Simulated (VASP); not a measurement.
K2TaP6: single point with r2SCAN

K2TaP6:

```xyz
9
Lattice="0.0000 4.5652 4.5652 4.5652 0.0000 4.5652 4.5652 4.5652 0.0000" Properties=species:S:1:pos:R:3 pbc="T T T"
Ta    0.0000    0.0000    0.0000
P     4.5652    6.9400    4.5652
P     2.1904    4.5652    4.5652
P     4.5652    2.1904    4.5652
P     6.9400    4.5652    4.5652
P     4.5652    4.5652    6.9400
P     4.5652    4.5652    2.1904
K     6.8478    6.8478    6.8478
K     2.2826    2.2826    2.2826
```

```yaml
Program: VASP 6.6.1
Task: single point
Functional: r2SCAN
Potentials_or_basis: VASP PAW PBE potentials, release 64 (Ta_pv, P, K_sv)
Cutoff: 520 eV
k_mesh: 7 × 7 × 7
Occupations: fermi-dirac, width 0.1 eV
Spin: no spin polarisation
```

| Item | Value |
| --- | --- |
| Pressure | 16.0 GPa |
| Largest force | 4.745 eV/Å |
| Band gap on the k mesh | zero (an odd number of electrons rules out a gap without spin polarisation) |

Forces on the atoms (eV/Å):
```
Ta   0.000  0.000  0.000
P    0.000 -4.745  0.000
P    4.745  0.000  0.000
P    0.000  4.745  0.000
P   -4.745  0.000  0.000
P    0.000  0.000 -4.745
P    0.000  0.000  4.745
K    0.000  0.000  0.000
K    0.000  0.000  0.000
```

Levels at points of the mesh, in eV from the Fermi level:
| k point | band 27 | band 28 | band 29 | band 30 | band 31 | band 32 |
| --- | --- | --- | --- | --- | --- | --- |
| (0.00, 0.00, 0.00) | 0.02 | 0.02 | 0.02 | 1.76 | 1.76 | 1.76 |

It took 8.2 min on 1 thread of Intel(R) Xeon(R) Platinum 8259CL CPU @ 2.50GHz (Skylake/Cascade Lake), with other jobs on the host, peak memory 0.45 GiB.

Caveat: the cell stands under pressure; the PAW data sets were made with another functional, which shifts forces and pressure a little; spin-orbit coupling is left out, which moves the levels of the heavy elements.
